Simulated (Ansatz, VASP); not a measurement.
## Two plane-wave programs on C

The input INCAR:

```
  PREC = Accurate
  ENCUT = 600
  EDIFF = 1E-6
  ISMEAR = 0
  SIGMA = 0.1
  LREAL = False
  LASPH = True
  NELM = 80
  ALGO = Normal
  ISIF = 3
  LWAVE = False
  LCHARG = False
  GGA = PE
  IBRION = 2
  NSW = 90
  EDIFFG = -0.04
```

The input KPOINTS:

```
regular mesh
0
Gamma
  8 8 8
```

The input POSCAR:

```
C
1.0
    0.0000000000      1.7898390965      1.7898390965
    1.7898390965      0.0000000000      1.7898390965
    1.7898390965      1.7898390965      0.0000000000
C
1
Direct
    0.0000000000      0.0000000000      0.0000000000
```

Input for Ansatz:

```yaml
crystal:
  lattice:
    - [0.0, 1.7898390965, 1.7898390965]
    - [1.7898390965, 0.0, 1.7898390965]
    - [1.7898390965, 1.7898390965, 0.0]
  atoms:
    - { symbol: C, position: [0.0, 0.0, 0.0] }
basis:
  ecutwfc: 420
kpoints:
  mp_grid: { grid: [8, 8, 8] }
hamiltonian:
  xc: pbe
scf:
  occupations: { method: gaussian, width: 0.1 }
  lower_state_search: "off"
output:
  forces: true
  stress: true
  eigenvalues: true
relax:
  adjacent_minimum: "off"
  f_tol: 0.04
  max_steps: 70
  cell: { stress_tol: 0.4 }
```

Alike in both runs: task relaxation of cell and atoms; functional PBE; k mesh 8 × 8 × 8; occupations gaussian, width 0.1 eV; no spin polarisation.

|  | VASP | Ansatz |
| --- | --- | --- |
| version | VASP 6.6.1 | Ansatz 0.2.0 |
| potentials or method | VASP PAW PBE potentials, release 64 (C), cutoff 600 eV | scalar-relativistic, plane waves, PAW |
| valence electrons in the cell | 4 | 4 |

VASP gave:

- gap on the k mesh at the Fermi level, each at its own relaxed structure (eV): none
- relaxed volume (Å³/atom): 7.46
- relaxed cell length with the largest relative difference (Å): 2.194

Q: Which values does Ansatz return?

A: gap on the k mesh at the Fermi level, each at its own relaxed structure (eV): none; relaxed volume (Å³/atom): 7.49; relaxed cell length with the largest relative difference (Å): 2.196.

A gap of «none» marks a metal or a gap that the smearing closes.

The k mesh is coarse, so the values compare programs but aren't converged. Noted on VASP's run: the volume moved by over 15 % at a fixed basis, so the end points are rough.
